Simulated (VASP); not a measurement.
# I (Fmmm) in VASP: further runs, part 2 of 2

VASP 6.6.1.

### Step 3. Relaxation of cell and atoms, revPBE+D3(BJ)

INCAR

```
SYSTEM = I
ALGO = Normal ; EDIFF = 1E-7
EDIFFG = -0.01 ; ENCUT = 600
GGA = RE ; IBRION = 2
ISIF = 3 ; ISMEAR = -1
IVDW = 12 ; LASPH = .TRUE.
LCHARG = .FALSE. ; LREAL = .FALSE.
LWAVE = .FALSE. ; NELM = 100
NSW = 80 ; PREC = Accurate
SIGMA = 0.05
```

KPOINTS

```
k-points
0
G
  9 9 9
  0 0 0
```

POSCAR

```
I
1.0
    0.0000000000      2.3656004428      3.9098401324
    2.1922454667      0.0000000000      3.9098401324
    2.1922454667      2.3656004428      0.0000000000
I
1
Direct
    0.0000000000      0.0000000000      0.0000000000
```

Potentials or basis: VASP PAW PBE potentials, release 64 (I).

Run with:

```
> cat potpaw_PBE.64/I/POTCAR > POTCAR
> mpirun -np 1 vasp_std > vasp.out
```

Run time: 15 min. Hardware: 1 thread of Intel Xeon 8259CL, shared host; peak memory 0.24 GiB.

It converged, with:

- Free energy: -1.7372 eV
- Relaxed volume: 36.04 Å³/atom
- Relaxed cell: a = 4.202 Å, b = 4.204 Å, c = 3.187 Å, α = 67.69°, β = 67.75°, γ = 44.56°
- Space group after relaxing (to 0.1 Å): I4/mmm (No. 139)
- Energy gained by relaxing: 24.0 meV/atom
- Ionic steps: 16
- Pressure after relaxing: 0.0 GPa
- Band gap on the k mesh: zero (an odd number of electrons rules out a gap without spin polarisation)
- Dispersion energy per atom: -0.700 eV

The path:
```csv
step,energy change (eV),largest force (eV/Å),pressure (GPa),volume (Å³)
1,0.0000,0.0000,-1.27,40.55
2,-0.0092,0.0000,-0.16,38.69
3,-0.0095,0.0000,0.09,38.35
4,-0.0175,0.0000,0.09,37.39
5,-0.0225,0.0000,0.18,36.23
6,-0.0228,0.0000,0.23,35.86
7,-0.0228,0.0000,0.22,35.92
8,-0.0230,0.0000,-0.18,36.34
9,-0.0231,0.0000,-0.06,36.20
10,-0.0233,0.0000,-0.05,36.22
11,-0.0236,0.0000,-0.03,36.25
12,-0.0237,0.0000,0.00,36.30
13,-0.0238,0.0000,-0.14,36.33
14,-0.0238,0.0000,-0.13,36.33
15,-0.0240,0.0000,-0.04,36.12
16,-0.0240,0.0000,0.00,36.04
```

Final structure:
```yaml
crystal:
  lattice:
    - [0.00000, 2.25195, 3.54777]
    - [2.25526, 0.00000, 3.54777]
    - [2.25526, 2.25195, 0.00000]
  atoms:
    - { symbol: I, position: [0.00000, 0.00000, 0.00000] }
```

Levels at points of the mesh, in eV from the Fermi level:
```tsv
k point	band 1	band 2	band 3	band 4	band 5	band 6	band 7
(0.00, 0.00, 0.00)	-14.22	-1.48	1.03	1.04	5.21	7.51	8.61
```

Caveat: the PAW data sets were made with another functional, which shifts forces and pressure a little; spin-orbit coupling is left out, which moves the levels of the heavy elements; an odd number of electrons without spin polarisation forces a metal; a magnetic or distorted state may lie lower.

### Step 4. Single point, PBEsol, non-collinear spin, zero start, spin-orbit coupling

INCAR

```
PREC = Accurate ; ENCUT = 520
EDIFF = 1E-6 ; ISMEAR = -1
SIGMA = 0.05 ; LREAL = F
LASPH = T ; NELM = 150
ALGO = Normal ; ISIF = 2
LWAVE = F ; LCHARG = F
LNONCOLLINEAR = T ; MAGMOM = 0 0 0
LORBIT = 11 ; LSORBIT = T
GGA_COMPAT = F ; LORBMOM = T
GGA = PS ; NBANDS = 18
```

KPOINTS

```
Automatic mesh
0
Gamma
  7 7 7
```

POSCAR is that of step 3.

Potentials or basis: VASP PAW PBE potentials, release 64 (I).

Run with:

```
> cat potpaw_PBE.64/I/POTCAR > POTCAR
> mpirun -np 1 vasp_ncl > vasp.out
```

OUTCAR:

```text
PREC = Accurate
   ENCUT = 520
   EDIFF = 1E-6
   ISMEAR = -1
   LREAL = F
   LASPH = T
   NELM = 150
   ISIF = 2
   LNONCOLLINEAR = T
   LORBIT = 11
   LSORBIT = T
   GGA = PS

 ion  position               nearest neighbor table
   1  0.000  0.000  0.000-

  LATTYP: Found a face centered orthorhombic cell.
 ALAT       =     4.3844909334
 B/A-ratio  =     1.0790764441
 C/A-ratio  =     1.7834864717

  Lattice vectors:

 A1 = (   0.0000000000,   2.3656004428,   3.9098401324)
 A2 = (   2.1922454667,   0.0000000000,   3.9098401324)
 A3 = (   2.1922454667,   2.3656004428,   0.0000000000)

Analysis of symmetry for initial positions (statically):
=====================================================================
 Subroutine PRICEL returns:
[... 752 lines left out ...]
            0.000   0.000   0.000

 Spin-Orbit-Coupling matrix elements

 Ion:    1  E_soc:     -0.3474833
 l=   1
     0.0000000    -0.0580803    -0.0583568
    -0.0580803     0.0000000    -0.0570294
    -0.0583568    -0.0570294     0.0000000
 l=   2
     0.0000000    -0.0000370     0.0000000    -0.0000429    -0.0001295
    -0.0000370     0.0000000    -0.0000379    -0.0000032     0.0000044
     0.0000000    -0.0000379     0.0000000    -0.0000391     0.0000000
    -0.0000429    -0.0000032    -0.0000391     0.0000000     0.0000099
    -0.0001295     0.0000044     0.0000000     0.0000099     0.0000000
 l=   3
     0.0000000     0.0000000     0.0000000     0.0000000     0.0000000     0.0000000     0.0000000
     0.0000000     0.0000000     0.0000000     0.0000000     0.0000000     0.0000000     0.0000000
     0.0000000     0.0000000     0.0000000     0.0000000     0.0000000     0.0000000     0.0000000
     0.0000000     0.0000000     0.0000000     0.0000000     0.0000000     0.0000000     0.0000000
     0.0000000     0.0000000     0.0000000     0.0000000     0.0000000     0.0000000     0.0000000
     0.0000000     0.0000000     0.0000000     0.0000000     0.0000000     0.0000000     0.0000000
     0.0000000     0.0000000     0.0000000     0.0000000     0.0000000     0.0000000     0.0000000

 total charge

# of ion       s       p       d       tot
------------------------------------------
    1        1.547   2.591   0.028   4.166

 magnetization (x)

# of ion       s       p       d       tot
------------------------------------------
    1        0.000   0.000   0.000   0.000

 magnetization (y)

# of ion       s       p       d       tot
------------------------------------------
    1        0.000   0.000   0.000   0.000

 magnetization (z)

# of ion       s       p       d       tot
------------------------------------------
    1        0.000  -0.000   0.000  -0.000
```

OSZICAR:

```text
N       E                     dE             d eps       ncg     rms          rms(c)
DAV:   1     0.289597775023E+02    0.28960E+02   -0.24169E+03  2304   0.611E+02
DAV:   2     0.236750069400E+00   -0.28723E+02   -0.26285E+02  3120   0.108E+02
DAV:   3    -0.178006413519E+01   -0.20168E+01   -0.19954E+01  2910   0.287E+01
DAV:   4    -0.181458153790E+01   -0.34517E-01   -0.34511E-01  3168   0.438E+00
DAV:   5    -0.181506785161E+01   -0.48631E-03   -0.48630E-03  2840   0.478E-01    0.581E+00
DAV:   6    -0.179538154745E+01    0.19686E-01   -0.12595E-02  2666   0.675E-01    0.359E+00
DAV:   7    -0.178788380183E+01    0.74977E-02   -0.15038E-02  2560   0.732E-01    0.168E+00
DAV:   8    -0.178801491095E+01   -0.13111E-03   -0.23651E-03  2856   0.304E-01    0.887E-02
DAV:   9    -0.178788966390E+01    0.12525E-03   -0.45873E-04  2488   0.123E-01    0.506E-02
DAV:  10    -0.178789380916E+01   -0.41453E-05   -0.24585E-05  2716   0.349E-02    0.108E-02
DAV:  11    -0.178789449290E+01   -0.68374E-06   -0.50576E-07  2332   0.588E-03
   1 F= -.17878945E+01 E0= -.17843339E+01  d E =-.712113E-02  mag=    -0.0000    -0.0000     0.0000
```

It took 2.8 min on 1 thread of AMD EPYC 7R13, shared host; peak memory 0.29 GiB.

Results:

```yaml
Free_energy: -1.7879 eV
Pressure: -0.8 GPa
Net_moment: 0.00 μB per cell
Valence_electrons_inside_the_program's_atomic_spheres: I 4.17
```

Moments on the atoms (μB; x, y, z):
```
I   0.00 0.00 0.00
```

Caveat: the PAW data sets were made with another functional, which shifts forces and pressure a little.

### Step 5. Overview

| task | level | spin | cell | k mesh | cutoff (eV) | gap on the mesh (eV) | pressure (GPa) | relaxed volume (Å³/atom) |
| --- | --- | --- | --- | --- | --- | --- | --- | --- |
| relaxation of cell and atoms | RPBE+D4 | off | relaxed | 9 × 9 × 9 | 600 | none | 0.0 | 35.19 |
| relaxation of cell and atoms | revPBE+D3(BJ) | off | relaxed | 9 × 9 × 9 | 600 | none | 0.0 | 36.04 |
| single point | PBEsol | non-collinear, zero start, SOC | as given | 7 × 7 × 7 | 520 | - | -0.8 | - |

Alike in all rows: potentials or basis VASP PAW PBE potentials, release 64 (I); smearing fermi-dirac 0.05 eV.

Caveats: the PAW data sets were made with another functional, which shifts forces and pressure a little; spin-orbit coupling is left out, which moves the levels of the heavy elements (at least some runs); an odd number of electrons without spin polarisation forces a metal (at least some runs); a magnetic or distorted state may lie lower (at least some runs).

Absolute energies hang on the potentials; compare differences alone.
